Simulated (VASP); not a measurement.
Wanted: the native input for a VASP 6.6.1 run.

```yaml
Task: single point
Functional: r2SCAN
Potentials_or_basis: VASP PAW PBE potentials, release 64 (Mn_pv)
Cutoff: 520 eV
k_mesh: 18 × 18 × 18
Occupations: fermi-dirac, width 0.1 eV
Spin: no spin polarisation
Dipole_correction: no
Further_INCAR_settings: ALGO = Normal; EDIFF = 1e-07; NBANDS = 12
```

Crystal: Mn.

```xyz
1
Lattice="-1.4334 1.4334 1.4334 1.4334 -1.4334 1.4334 1.4334 1.4334 -1.4334" Properties=species:S:1:pos:R:3 pbc="T T T"
Mn    0.0000    0.0000    0.0000
```

This isn't the form of Mn at room conditions, which is a 58-atom cubic cell.

One way to write it, as run:

POSCAR

```
Mn
1.0
   -1.4334280401      1.4334280401      1.4334280401
    1.4334280401     -1.4334280401      1.4334280401
    1.4334280401      1.4334280401     -1.4334280401
Mn
1
Direct
    0.0000000000      0.0000000000      0.0000000000
```

INCAR.step1

```
SYSTEM = Mn
  PREC = Accurate
  ENCUT = 520
  ISMEAR = -1
  SIGMA = 0.1
  LREAL = .False.
  LASPH = .True.
  NELM = 60
  NBANDS = 12
  GGA = PE
  ALGO = Normal
  EDIFF = 1E-4
  LWAVE = .True.
  LCHARG = .False.
```

INCAR.step2

```
SYSTEM = Mn
  PREC = Accurate
  ENCUT = 520
  EDIFF = 1E-7
  ISMEAR = -1
  SIGMA = 0.1
  LREAL = .False.
  LASPH = .True.
  NELM = 60
  ALGO = Normal
  ISIF = 2
  LWAVE = .False.
  LCHARG = .False.
  METAGGA = R2SCAN
  LMIXTAU = .True.
  NBANDS = 12
  ISTART = 1
```

KPOINTS

```
Automatic mesh
0
Gamma
  18 18 18
  0 0 0
```

Potentials or basis: VASP PAW PBE potentials, release 64 (Mn_pv).

The run is started by

```console
$ cat potpaw_PBE.64/Mn_pv/POTCAR > POTCAR
$ cp INCAR.step1 INCAR
$ mpirun -np 1 vasp_std > vasp.out
$ cp INCAR.step2 INCAR
$ mpirun -np 1 vasp_std > vasp.out
```

It gave:

The pressure is -26.6 GPa and the band gap on the k mesh is zero (an odd number of electrons rules out a gap without spin polarisation).

Caveat: the cell stands under tension; the PAW data sets were made with another functional, which shifts forces and pressure a little; the run has no spin polarisation, though such a crystal can be magnetic.

Run time: 2.6 min on 1 thread of Intel Xeon 8259CL, with other jobs on the host, peak memory 0.14 GiB.
